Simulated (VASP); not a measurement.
A run of VASP 6.6.1:

INCAR

```
SYSTEM = Pb
ALGO     = Normal         ! electronic algorithm
EDIFF    = 1E-6           ! SCF threshold, eV
ENCUT    = 520            ! plane-wave cutoff, eV
GGA      = CA             ! functional
ISIF     = 2              ! what is computed and relaxed
ISMEAR   = -1             ! smearing method
LASPH    = .TRUE.         ! aspherical terms in the spheres
LCHARG   = .FALSE.        ! write CHGCAR
LREAL    = .FALSE.        ! projectors in reciprocal space
LWAVE    = .FALSE.        ! write WAVECAR
NBANDS   = 13             ! bands
NELM     = 80             ! most SCF steps
PREC     = Accurate       ! precision mode
SIGMA    = 0.1            ! smearing width, eV
```

The input KPOINTS:

```
k-points
0
G
  18 18 18
  0 0 0
```

The input POSCAR:

```
Pb
1.0
    0.0000000000      2.4696259068      2.4696259068
    2.4696259068      0.0000000000      2.4696259068
    2.4696259068      2.4696259068      0.0000000000
Pb
1
Direct
    0.0000000000      0.0000000000      0.0000000000
```

Potentials or basis: VASP PAW LDA potentials, release 64 (Pb_d).

Command:

```console
$ cat potpaw_LDA.64/Pb_d/POTCAR > POTCAR
$ mpirun -np 1 vasp_std > vasp.out
```

Hardware: 1 thread of Intel(R) Xeon(R) 6975P-C (Granite Rapids) (shared host).

Problem. How long does it take, and how much memory?

Solution. Run time: 30 s on 1 thread of Intel(R) Xeon(R) 6975P-C (Granite Rapids), on a shared host, peak memory 0.19 GiB. Counts: scf iterations 9, k points 195.
